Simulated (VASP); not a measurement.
# MgO (P1) in VASP: further runs

The runs below take MgO through single point, with LDA.

Program: VASP 6.6.1. These are calculated values, not measurements. Logs are shortened: lines on timing, memory, paths and dates and some standing lists are left out, and cuts for length are marked.

## Step 1: The cell of the first run

The typed cell holds 16 atoms: a = 5.405 Å, b = 5.405 Å, c = 5.405 Å, α = 60.00°, β = 60.00°, γ = 60.00°.

## Step 2: Single point, LDA

INCAR reads:

```
SYSTEM = MgO
ALGO = Normal ; EDIFF = 1E-6
ENCUT = 520 ; GGA = CA
ISIF = 2 ; ISMEAR = -1
LASPH = .True. ; LCHARG = .True.
LELF = .True. ; LREAL = Auto
LVHAR = .True. ; LWAVE = .False.
NBANDS = 46 ; NELM = 60
PREC = Accurate ; SIGMA = 0.05
```

KPOINTS reads:

```
k-points
0
Gamma
  2 2 2
  0 0 0
```

POSCAR reads:

```
MgO
1.0
    0.0000000000      3.8220000000      3.8220000000
    3.8220000000      0.0000000000      3.8220000000
    3.8220000000      3.8220000000      0.0000000000
Mg O
8 8
Direct
   -0.0083202512      0.0065410780      0.0053375196
   -0.0151229723      0.0125850340      0.5032182104
   -0.0043301936      0.4824306646      0.0061616954
    0.0222658294      0.4803506018      0.4951857666
    0.5197409733     -0.0135661957      0.0004317111
    0.5144165358     -0.0242019885      0.5055729984
    0.4832155939      0.5185635793     -0.0053767661
    0.4933673469      0.5037284144      0.4993328100
    0.2599162742      0.2569858713      0.2196755625
    0.2629774987      0.2596546311      0.7407901622
    0.2342360021      0.7554814233      0.2454081633
    0.2335949765      0.7987441130      0.7459445317
    0.7247776033      0.2469911041      0.2703296703
    0.7604264783      0.2687728938      0.7498822606
    0.7494636316      0.7178571429      0.2687205651
    0.7666012559      0.7465070644      0.7443092622
```

Potentials or basis: VASP PAW LDA potentials, release 64 (Mg, O).

On the command line:

```sh
$ cat potpaw_LDA.64/Mg/POTCAR potpaw_LDA.64/O/POTCAR > POTCAR
$ mpirun -np 1 vasp_std > vasp.out
```

OUTCAR:

```text
SYSTEM = MgO
   EDIFF = 1E-6
   ENCUT = 520
   GGA = CA
   ISIF = 2
   ISMEAR = -1
   LASPH = .True.
   LREAL = Auto
   NELM = 60
   PREC = Accurate

 ion  position               nearest neighbor table
   1  0.992  0.007  0.005-  12 1.79  11 1.85  14 1.86  13 1.93  10 2.00  15 2.03   3 2.59   5 2.62
                             6 2.65   7 2.65   4 2.66   2 2.69   2 2.72   4 2.75   7 2.76   6 2.77
   2  0.985  0.013  0.503-  16 1.86  12 1.89  13 1.89  14 1.93  11 1.97   9 1.99   5 2.60   4 2.61
                             3 2.62   6 2.64   8 2.66   1 2.69   1 2.72   8 2.75   6 2.77   3 2.79
   3  0.996  0.482  0.006-   9 1.83  10 1.87  16 1.88  15 1.90  13 1.94  12 2.13   1 2.59   2 2.62
                             5 2.65   8 2.69   4 2.70   7 2.71   7 2.71   4 2.71   8 2.72   5 2.76
   4  0.022  0.480  0.495-  14 1.82  10 1.86  11 1.87   9 1.91  15 1.91  16 1.97   7 2.60   2 2.61
                             8 2.62   1 2.66   6 2.69   3 2.70   6 2.71   3 2.71   1 2.75   8 2.79
   5  0.520  0.986  0.000-   9 1.88  16 1.90  15 1.91  10 1.98  11 1.98  14 2.00   2 2.60   1 2.62
                             7 2.65   3 2.65   8 2.66   6 2.69   6 2.72   8 2.75   3 2.76   7 2.77
   6  0.514  0.976  0.506-  12 1.77  13 1.85  16 1.88  15 1.89  10 1.99   9 2.07   7 2.56   8 2.63
                             2 2.64   1 2.65   5 2.69   4 2.69   4 2.71   5 2.72   1 2.77   2 2.77
   7  0.483  0.519  0.995-   9 1.86  11 1.86  14 1.90  12 1.91  16 1.96  13 1.98   6 2.56   4 2.60
                             1 2.65   5 2.65   8 2.69   3 2.71   3 2.71   8 2.72   1 2.76   5 2.77
   8  0.493  0.504  0.499-  15 1.80  10 1.81  13 1.86  11 1.96  14 1.98  12 2.08   4 2.62   6 2.63
                             5 2.66   2 2.66   7 2.69   3 2.69   7 2.72   3 2.72   2 2.75   5 2.75
   9  0.260  0.257  0.220-   3 1.83   7 1.86   5 1.88   4 1.91   2 1.99   6 2.07
  10  0.263  0.260  0.741-   8 1.81   4 1.86   3 1.87   5 1.98   6 1.99   1 2.00
  11  0.234  0.755  0.245-   1 1.85   7 1.86   4 1.87   8 1.96   2 1.97   5 1.98
  12  0.234  0.799  0.746-   6 1.77   1 1.79   2 1.89   7 1.91   8 2.08   3 2.13
  13  0.725  0.247  0.270-   6 1.85   8 1.86   2 1.89   1 1.93   3 1.94   7 1.98
  14  0.760  0.269  0.750-   4 1.82   1 1.86   7 1.90   2 1.93   8 1.98   5 2.00
  15  0.749  0.718  0.269-   8 1.80   6 1.89   3 1.90   5 1.91   4 1.91   1 2.03
  16  0.767  0.747  0.744-   2 1.86   6 1.88   3 1.88   5 1.90   7 1.96   4 1.97

  LATTYP: Found a face centered cubic cell.
 ALAT       =     7.6440000000

  Lattice vectors:

 A1 = (   0.0000000000,   3.8220000000,   3.8220000000)
 A2 = (   3.8220000000,   0.0000000000,   3.8220000000)
 A3 = (   3.8220000000,   3.8220000000,   0.0000000000)

Analysis of symmetry for initial positions (statically):
=====================================================================
 Subroutine PRICEL returns:
 Original cell was already a primitive cell.

 Routine SETGRP: Setting up the symmetry group for a
 face centered cubic supercell.

 Subroutine GETGRP returns: Found  1 space group operations
 (whereof  1 operations were pure point group operations)
 out of a pool of 48 trial point group operations.

The static configuration has the point symmetry C_1 .

Analysis of symmetry for dynamics (positions and initial velocities):
=====================================================================
 Subroutine PRICEL returns:
 Original cell was already a primitive cell.

 Routine SETGRP: Setting up the symmetry group for a
 face centered cubic supercell.

 Subroutine GETGRP returns: Found  1 space group operations
 (whereof  1 operations were pure point group operations)
 out of a pool of 48 trial point group operations.

The dynamic configuration has the point symmetry C_1 .

 Subroutine INISYM returns: Found  1 space group operations
 (whereof  1 operations are pure point group operations),
 and found     1 'primitive' translations

----------------------------------------------------------------------------------------

                                     Primitive cell

  volume of cell :     111.6611

  direct lattice vectors                    reciprocal lattice vectors
     0.000000000  3.822000000  3.822000000    -0.130821559  0.130821559  0.130821559
     3.822000000  0.000000000  3.822000000     0.130821559 -0.130821559  0.130821559
     3.822000000  3.822000000  0.000000000     0.130821559  0.130821559 -0.130821559

  length of vectors
     5.405124235  5.405124235  5.405124235     0.226589588  0.226589588  0.226589588

  position of ions in fractional coordinates (direct lattice)
     0.991679749  0.006541078  0.005337520
     0.984877028  0.012585034  0.503218210
     0.995669806  0.482430665  0.006161695
     0.022265829  0.480350602  0.495185767
     0.519740973  0.986433804  0.000431711
     0.514416536  0.975798011  0.505572998
[... 8 lines left out ...]
     0.749463632  0.717857143  0.268720565
     0.766601256  0.746507064  0.744309262

  ion indices of the primitive-cell ions
   primitive index   ion index
                 1           1
                 2           2
                 3           3
                 4           4
                 5           5
                 6           6
[... 8 lines left out ...]
                15          15
                16          16

----------------------------------------------------------------------------------------

 KPOINTS: k-points

Automatic generation of k-mesh.
 Grid dimensions read from file:
 generate k-points for:    2    2    2

 Generating k-lattice:

  Cartesian coordinates                     Fractional coordinates (reciprocal lattice)
    -0.065410780  0.065410780  0.065410780     0.500000000  0.000000000  0.000000000
     0.065410780 -0.065410780  0.065410780     0.000000000  0.500000000  0.000000000
     0.065410780  0.065410780 -0.065410780     0.000000000  0.000000000  0.500000000

  Length of vectors
     0.113294794  0.113294794  0.113294794

  Shift w.r.t. Gamma in fractional coordinates (k-lattice)
     0.000000000  0.000000000  0.000000000

 Subroutine IBZKPT returns following result:
 ===========================================

 Found      8 irreducible k-points:

 Following reciprocal coordinates:
            Coordinates               Weight
  0.000000  0.000000  0.000000      1.000000
  0.500000  0.000000  0.000000      1.000000
  0.000000  0.500000  0.000000      1.000000
  0.000000  0.000000  0.500000      1.000000
  0.500000  0.500000  0.500000      1.000000
  0.500000  0.500000  0.000000      1.000000
  0.000000  0.500000  0.500000      1.000000
  0.500000  0.000000  0.500000      1.000000
   k-points           NKPTS =      8   k-points in BZ     NKDIM =      8   number of bands    NBANDS=     46
   number of dos      NEDOS =    301   number of ions     NIONS =     16
   total plane-waves  NPLWV =  64000
   dimension x,y,z NGX =    40 NGY =   40 NGZ =   40
   dimension x,y,z NGXF=    80 NGYF=   80 NGZF=   80
   ions per type =               8   8
   NGX,Y,Z   is equivalent  to a cutoff of  12.30, 12.30, 12.30 a.u.
   NGXF,Y,Z  is equivalent  to a cutoff of  24.61, 24.61, 24.61 a.u.
 SYSTEM =  MgO
   PREC   = accura    normal or accurate (medium, high low for compatibility)
   ISTART =      0    job   : 0-new  1-cont  2-samecut
   ICHARG =      2    charge: 1-file 2-atom 10-const
   ISPIN  =      1    spin polarized calculation?
   LNONCOLLINEAR =      F non collinear calculations
   LSORBIT =      F    spin-orbit coupling
   LASPH  =      T    aspherical Exc in radial PAW
   ENCUT  =  520.0 eV  38.22 Ry    6.18 a.u.  10.05 10.05 10.05*2*pi/ulx,y,z
   NELM   =     60;   NELMIN=  2; NELMDL= -5     # of ELM steps
   EDIFF  = 0.1E-05   stopping-criterion for ELM
   LREAL  =      T    real-space projection
   EDIFFG = 0.1E-04   stopping-criterion for IOM
   NSW    =      0    number of steps for IOM
   IBRION =     -1    ionic relax: 0-MD 1-quasi-New 2-CG
   NFREE  =      0    steps in history (QN), initial steepest desc. (CG)
   ISIF   =      2    stress and relaxation
   ISYM   =      2    0-nonsym 1-usesym 2-fastsym
   POTIM  = 0.5000    time-step for ionic-motion
   TEBEG  =    0.0;   TEEND  =   0.0 temperature during run
   PSTRESS=    0.0 pullay stress
   NELECT =      64.0000    total number of electrons
   NUPDOWN=      -1.0000    fix difference up-down
   EMIN   =  10.00;   EMAX   =-10.00  energy-range for DOS
   EFERMI =   0.00;   METHOD = LEGACY
   ISMEAR =    -1;   SIGMA  =   0.05  broadening in eV -4-tet -1-fermi 0-gaus
   EFERMI_NEDOS =   21; number of points for ismear=-14 and -15
   IALGO  =     38    algorithm
   IMIX   =      4    mixing-type and parameters
     AMIX     =   0.40;   BMIX     =  1.00
     AMIX_MAG =   1.60;   BMIX_MAG =  1.00
  volume/ion in A,a.u.               =       6.98        47.10
  Fermi-wavevector in a.u.,A,eV,Ry     =   1.359881  2.569802 25.160921  1.849275
  Thomas-Fermi vector in A             =   2.486591
   LORBIT       =      0    0 simple, 1 ext, 2 COOP (PROOUT), +10 PAW based schemes
   GGA     = CA    functional components
   LHFCALC =     F    Hartree Fock is set to
   AEXX    =    0.0000 exact exchange contribution
   IVDW    =     0    specifies the selected vdW correction
   LEPSILON=     F    determine dielectric tensor
   LRPA    =     F    only Hartree local field effects (RPA)
 non-spin polarized calculation
  energy-cutoff  :      520.00
  volume of cell :      111.66
 maximum number of plane-waves:      3026
   NGX = 21   NGY = 21   NGZ = 21

 number of electron      63.9999997 magnetization

 Free energy of the ion-electron system (eV)
  ---------------------------------------------------
  ext. energy  EPLUGINS =         0.00000000
  ---------------------------------------------------
  free energy    TOTEN  =      -100.05883827 eV

  energy without entropy =     -100.05883827  energy(sigma->0) =     -100.05883827

 E-fermi :   6.7120     XC(G=0): -13.0623

 val. band max:        5.5521366200   @ k =   0.0000   0.0000   0.0000
 cond. band min:      13.3827183693   @ k =   0.0000   0.0000   0.0000
 fundamental gap:      7.8305817493
 Fermi energy:         6.7120446792

 k-point     1 :       0.0000    0.0000    0.0000
  band No.  band energies     occupation
      1     -13.3081      2.00000
      2     -11.0593      2.00000
      3     -11.0463      2.00000
      4     -11.0284      2.00000
      5     -10.9910      2.00000
      6     -10.6570      2.00000
[... 36 lines left out ...]
     43      18.6941      0.00000
     44      20.7611      0.00000

 k-point     2 :       0.5000    0.0000    0.0000
  band No.  band energies     occupation
      1     -12.4063      2.00000
      2     -12.2385      2.00000
      3     -11.0218      2.00000
      4     -10.9921      2.00000
      5     -10.9410      2.00000
      6     -10.8270      2.00000
[... 36 lines left out ...]
     43      19.2036      0.00000
     44      19.4485      0.00000

 k-point     3 :       0.0000    0.5000    0.0000
  band No.  band energies     occupation
      1     -12.3659      2.00000
      2     -12.2869      2.00000
      3     -11.0308      2.00000
      4     -10.9808      2.00000
      5     -10.8639      2.00000
      6     -10.8361      2.00000
[... 224 lines left out ...]
     43      18.6442      0.00000
     44      18.7744      0.00000

 k-point     8 :       0.5000    0.0000    0.5000
  band No.  band energies     occupation
      1     -12.1082      2.00000
      2     -12.0357      2.00000
      3     -11.3224      2.00000
      4     -11.2638      2.00000
      5     -11.1858      2.00000
      6     -11.0660      2.00000
[... 36 lines left out ...]
     43      18.4943      0.00000
     44      18.7344      0.00000
 [bands above 44 left out]

------------------------ aborting loop because EDIFF is reached ----------------------------------------

  FORCE on cell =-STRESS in cart. coord.  units (eV):
  Direction    XX          YY          ZZ          XY          YZ          ZX
  --------------------------------------------------------------------------------------
  -------------------------------------------------------------------------------------
  Total       52.7451854     52.3163627     56.6359037      0.7689452      0.0361945     -0.9108198
  in kB      756.8178417    750.6648500    812.6440748     11.0332615      0.5193399    -13.0689590
  external PRESSURE =     773.3755889 kB  Pullay stress =       0.0000000 kB

 VOLUME and BASIS-vectors are now :
 -----------------------------------------------------------------------------
  energy-cutoff  :      520.00
  volume of cell :      111.66
      direct lattice vectors                 reciprocal lattice vectors
     0.000000000  3.822000000  3.822000000    -0.130821559  0.130821559  0.130821559
     3.822000000  0.000000000  3.822000000     0.130821559 -0.130821559  0.130821559
     3.822000000  3.822000000  0.000000000     0.130821559  0.130821559 -0.130821559

 POSITION                                       TOTAL-FORCE (eV/Angst)
 -----------------------------------------------------------------------------------
      0.04540      3.81060      3.81520         1.072512      0.004219     -0.070768
      1.97140      5.68750      3.81230        -0.815820      0.592082      1.041896
      1.86740      3.82900      5.64930         0.411339     -0.571420      1.165749
      3.72850      1.97770      1.92100         0.663975     -0.631575      0.554786
      3.77180      1.98810      5.75660         0.577476     -1.142817     -0.026193
      5.66180      3.89840      5.69560         0.836228     -1.353628      1.410586
[... 8 lines left out ...]
      3.77070      3.89150      5.60810         0.274528     -0.987699      2.585175
      5.69790      5.77470      5.78310         0.389538      0.039505     -1.064786
 -----------------------------------------------------------------------------------
    total drift:                                0.003537      0.010932     -0.003623

  FREE ENERGIE OF THE ION-ELECTRON SYSTEM (eV)
  ---------------------------------------------------
  free  energy   TOTEN  =      -100.0588382725 eV

  energy  without entropy=     -100.0588382725  energy(sigma->0) =     -100.05883827
```

It took 79 s on 1 thread of Intel Xeon Platinum 8175M at 2.50GHz (Skylake/Cascade Lake), shared host; peak memory 0.21 GiB.

What came out:

```yaml
Free_energy: -100.0588 eV
Pressure: 77.3 GPa
Largest_force: 4.362 eV/Å
Band_gap_on_the_k_mesh: 7.83 eV, direct
```

Forces on the atoms (eV/Å):
```
Mg   1.073  0.004 -0.071
Mg  -0.816  0.592  1.042
Mg   0.411 -0.571  1.166
Mg   0.664 -0.632  0.555
Mg   0.577 -1.143 -0.026
Mg   0.836 -1.354  1.411
Mg  -0.786  0.836  0.384
Mg   1.247  0.166 -0.407
O    0.590  1.725 -1.364
O   -0.277  0.867 -1.711
O    0.845  1.417  1.316
O   -3.178  0.424 -2.957
O   -1.366 -0.423  1.568
O   -0.484 -0.961 -2.427
O    0.275 -0.988  2.585
O    0.390  0.040 -1.065
```

Stress tensor (GPa, compression positive):
```
75.68  1.10 -1.31
 1.10 75.07  0.05
-1.31  0.05 81.26
```

Levels at points of the mesh, in eV from the valence-band top:
```tsv
k point	band 29	band 30	band 31	band 32	band 33	band 34	band 35	band 36
(0.00, 0.00, 0.00)	-1.06	-0.06	-0.03	0.00	7.83	8.98	9.00	9.08
(0.50, 0.00, 0.00)	-0.71	-0.65	-0.47	-0.45	9.65	9.76	10.76	10.86
(0.00, 0.50, 0.00)	-0.67	-0.64	-0.55	-0.48	9.72	9.82	10.85	10.93
(0.00, 0.00, 0.50)	-0.70	-0.63	-0.53	-0.44	9.66	9.73	10.69	10.77
(0.50, 0.50, 0.50)	-0.66	-0.61	-0.56	-0.49	9.65	9.76	10.74	10.82
(0.50, 0.50, 0.00)	-1.02	-0.98	-0.90	-0.82	10.94	11.00	11.07	11.31
(0.00, 0.50, 0.50)	-1.01	-0.91	-0.90	-0.84	10.88	11.03	11.11	11.37
(0.50, 0.00, 0.50)	-1.02	-0.98	-0.95	-0.78	10.88	11.03	11.12	11.19
```

Caveat: the k points lie up to 0.71 Å⁻¹ apart; forces of over 1 eV/Å act on the atoms, so gaps and moduli don't describe the material at rest. Expect the measured gap to be larger: semilocal functionals such as LDA lack the derivative discontinuity.

## Step 3: Single point, LDA

INCAR reads:

```
ALGO     = Normal         # electronic algorithm
EDIFF    = 1E-6           # SCF threshold, eV
ENCUT    = 520            # plane-wave cutoff, eV
GGA      = CA             # functional
ISIF     = 2              # what is computed and relaxed
ISMEAR   = -1             # smearing method
LASPH    = True           # aspherical terms in the spheres
LCHARG   = False          # write CHGCAR
LREAL    = Auto         
LWAVE    = False          # write WAVECAR
NBANDS   = 46             # bands
NELM     = 60             # most SCF steps
PREC     = Accurate       # precision mode
SIGMA    = 0.05           # smearing width, eV
```

KPOINTS reads:

```
k-points
0
Gamma
  2 2 2
```

POSCAR reads:

```
MgO
1.0
    0.0000000000      3.8220000000      3.8220000000
    3.8220000000      0.0000000000      3.8220000000
    3.8220000000      3.8220000000      0.0000000000
Mg O
8 8
Direct
   -0.0213762428      0.0157247514      0.0118001047
   -0.0044610152      0.0068419676      0.4985478807
    0.0165096808      0.4896650968     -0.0109890110
    0.0230245945      0.4751700680      0.4957613815
    0.5359759288     -0.0195447410     -0.0138409210
    0.4912087912     -0.0031397174      0.4980900052
    0.4873495552      0.5172291994     -0.0015306122
    0.4571559393      0.5366692831      0.5152668760
    0.2445839874      0.2275248561      0.2563055992
    0.2632914704      0.2338566196      0.7494767138
    0.2538723182      0.7566718995      0.2353741497
    0.2437467295      0.7596023025      0.7395342752
    0.7545133438      0.2468995290      0.2464547357
    0.7292386185      0.2726975406      0.7797619048
    0.7724358974      0.7160518053      0.2559785453
    0.7604657248      0.7584249084      0.7476190476
```

Potentials or basis: VASP PAW LDA potentials, release 64 (Mg, O).

On the command line:

```sh
$ cat potpaw_LDA.64/Mg/POTCAR potpaw_LDA.64/O/POTCAR > POTCAR
$ mpirun -np 1 vasp_std > vasp.out
```

Run time: 80 s. Hardware: 1 thread of Intel Xeon Platinum 8175M at 2.50GHz (Skylake/Cascade Lake), shared host; peak memory 0.21 GiB.

Results (log left out):

- Free energy: -99.4858 eV
- Pressure: 79.0 GPa
- Largest force: 6.497 eV/Å
- Band gap on the k mesh: 7.75 eV, direct

Forces in eV/Å, atoms in the order of the input:
```
Mg  -2.315  1.224 -0.038
Mg   0.494 -1.276 -0.783
Mg   0.805  0.092 -1.285
Mg   1.984 -1.082 -0.035
Mg   3.033 -0.801 -0.833
Mg  -0.704  1.531  1.868
Mg   0.306  1.030 -0.063
Mg  -6.109  2.151  0.524
O   -0.327  0.140  2.664
O    0.621 -0.349  0.474
O    0.881  0.237 -0.793
O    3.532  0.883 -0.588
O    2.659 -0.547 -0.651
O   -3.744 -1.349  0.062
O    1.623 -1.299  0.513
O   -2.738 -0.586 -1.036
```

Stress tensor (GPa, compression positive):
```
87.99  1.82  0.20
 1.82 74.39  0.08
 0.20  0.08 74.57
```

Levels at points of the mesh, in eV from the valence-band top:
```csv
k point,band 29,band 30,band 31,band 32,band 33,band 34,band 35,band 36
"(0.00, 0.00, 0.00)",-1.08,-0.12,-0.06,0.00,7.75,8.74,8.87,8.89
"(0.50, 0.00, 0.00)",-0.93,-0.85,-0.43,-0.33,9.54,9.76,10.54,10.63
"(0.00, 0.50, 0.00)",-0.76,-0.71,-0.55,-0.43,9.64,9.72,10.67,10.76
"(0.00, 0.00, 0.50)",-0.82,-0.79,-0.52,-0.38,9.54,9.66,10.54,10.62
"(0.50, 0.50, 0.50)",-0.78,-0.68,-0.52,-0.48,9.53,9.67,10.62,10.70
"(0.50, 0.50, 0.00)",-1.10,-1.03,-0.84,-0.67,10.82,10.97,11.03,11.17
"(0.00, 0.50, 0.50)",-1.06,-0.97,-0.86,-0.78,10.82,10.87,10.99,11.21
"(0.50, 0.00, 0.50)",-1.11,-1.08,-0.88,-0.66,10.80,10.95,11.14,11.37
```

Caveat: the k points lie up to 0.71 Å⁻¹ apart; forces of over 1 eV/Å act on the atoms, so gaps and moduli don't describe the material at rest. Expect the measured gap to be larger: semilocal functionals such as LDA lack the derivative discontinuity.
